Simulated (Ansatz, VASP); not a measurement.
**One calculation of GaN, two programs**

```xyz
2
Lattice="0.0000 2.2744 2.2744 2.2744 0.0000 2.2744 2.2744 2.2744 0.0000" Properties=species:S:1:pos:R:3 pbc="T T T"
Ga    0.0000    0.0000    0.0000
N     1.1372    1.1372    1.1372
```

Alike in both runs: functional PBE; k mesh 10 × 10 × 10; occupations gaussian, width 0.02 eV; no spin polarisation.

Ansatz relaxed the structure, and its values are those at the end. VASP's run is a single point on that final structure, the one shown.

|  | VASP | Ansatz |
| --- | --- | --- |
| version | VASP 6.6.1 | Ansatz 0.2.0 |
| potentials or method | VASP PAW PBE potentials, release 64 (Ga_d, N), cutoff 600 eV | scalar-relativistic, plane waves, PAW |
| valence electrons in the cell | 18 | 18 |

|  | VASP | Ansatz | Ansatz less VASP |
| --- | --- | --- | --- |
| gap on the k mesh at the Fermi level (eV) | 1.55 | 1.54 | -0.004 |
| least direct gap on the mesh (eV) | 1.55 | 1.54 | -0.004 |
| pressure (GPa) | -0.1 | 0.0 | +0.08 |
